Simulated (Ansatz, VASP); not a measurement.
**AlInSb2: VASP beside Ansatz**

```xyz
4
Lattice="4.3252 0.0000 0.0000 0.0000 4.3252 0.0000 0.0000 0.0000 6.5973" Properties=species:S:1:pos:R:3 pbc="T T T"
Al    0.0000    0.0000    0.0000
In    2.1626    2.1626    3.2986
Sb    0.0000    2.1626    1.6751
Sb    2.1626    0.0000    4.9221
```

Alike in both runs: task single point; functional LDA; k mesh 8 × 8 × 6; occupations gaussian, width 0.05 eV; no spin polarisation.

|  | VASP | Ansatz |
| --- | --- | --- |
| version | VASP 6.6.1 | Ansatz 0.2.0 |
| potentials or method | VASP PAW LDA potentials, release 64 (Al, In_d, Sb), cutoff 520 eV | scalar-relativistic, plane waves, PAW |
| valence electrons in the cell | 26 | 46 |

```tsv
	VASP	Ansatz	Ansatz less VASP
gap on the k mesh at the Fermi level (eV)	0.40	0.35	-0.051
least direct gap on the mesh (eV)	0.40	0.35	-0.051
pressure (GPa)	0.7	0.5	-0.20
traceless stress, the component that is largest in VASP (GPa)	-2.16	-2.17	-0.009
rms of the force components (eV/Å)	0.529	0.530	+0.0012
```

LDA's correlation is that of Perdew and Zunger in VASP and of Perdew and Wang (1992) in Ansatz. Atom by atom the forces differ by 0.001 eV/Å (rms over components). VASP's potentials hold 26 valence electrons a cell and Ansatz's 46, so a difference there can come from the potentials and not from the codes.

Neither program's run includes spin-orbit coupling.
